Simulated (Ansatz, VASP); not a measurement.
# Pt: VASP beside Ansatz

INCAR

```
PREC     = Accurate       # precision mode
ENCUT    = 520            # plane-wave cutoff, eV
EDIFF    = 1E-6           # SCF threshold, eV
ISMEAR   = 0              # smearing method
SIGMA    = 0.15           # smearing width, eV
LREAL    = F              # projectors in reciprocal space
LASPH    = T              # aspherical terms in the spheres
NELM     = 80             # most SCF steps
ALGO     = Fast           # electronic algorithm
ISIF     = 2              # what is computed and relaxed
LWAVE    = F              # write WAVECAR
LCHARG   = F              # write CHGCAR
NBANDS   = 11             # bands
```

KPOINTS

```
regular mesh
0
Gamma
  20 20 20
```

POSCAR

```
Pt
1.0
    0.0000000000      1.9468328700      1.9127632948
    2.0539086778      0.0000000000      1.9127632948
    2.0539086778      1.9468328700      0.0000000000
Pt
1
Direct
    0.0000000000      0.0000000000      0.0000000000
```

Input for Ansatz:

```yaml
crystal:
  lattice:
    - [0.0, 1.94683287, 1.9127632948]
    - [2.0539086778, 0.0, 1.9127632948]
    - [2.0539086778, 1.94683287, 0.0]
  atoms:
    - { symbol: Pt, position: [0.0, 0.0, 0.0] }
basis:
  ecutwfc: 420
kpoints:
  mp_grid: { grid: [20, 20, 20] }
hamiltonian:
  xc: lda
scf:
  occupations: { method: gaussian, width: 0.15 }
output:
  forces: true
  stress: true
  eigenvalues: true
  write_density: true
  write_potential: true
  elf: true
  volumetric_format: npy
```

Change from the starting cell: normal strain along x +0.0550, normal strain along z -0.0175.

Alike in both runs: task single point; functional LDA; k mesh 20 × 20 × 20; occupations gaussian, width 0.15 eV; no spin polarisation.

|  | VASP | Ansatz |
| --- | --- | --- |
| version | VASP 6.6.1 | Ansatz 0.2.0 |
| potentials or method | VASP PAW LDA potentials, release 64 (Pt), cutoff 520 eV | scalar-relativistic, plane waves, PAW |
| valence electrons in the cell | 10 | 18 |

VASP gave:

| Item | Value |
| --- | --- |
| gap on the k mesh at the Fermi level (eV) | none |
| pressure (GPa) | -8.7 |
| traceless stress, the component that is largest in VASP (GPa) | -4.62 |

**Question.** What did Ansatz give for the same quantities?

**Answer.** gap on the k mesh at the Fermi level (eV): none; pressure (GPa): -9.4; traceless stress, the component that is largest in VASP (GPa): -4.61.

LDA's correlation is that of Perdew and Zunger in VASP and of Perdew and Wang (1992) in Ansatz. A gap of «none» marks a metal or a gap that the smearing closes. VASP's potentials hold 10 valence electrons a cell and Ansatz's 18, so a difference there can come from the potentials and not from the codes.

Neither program's run includes spin-orbit coupling.
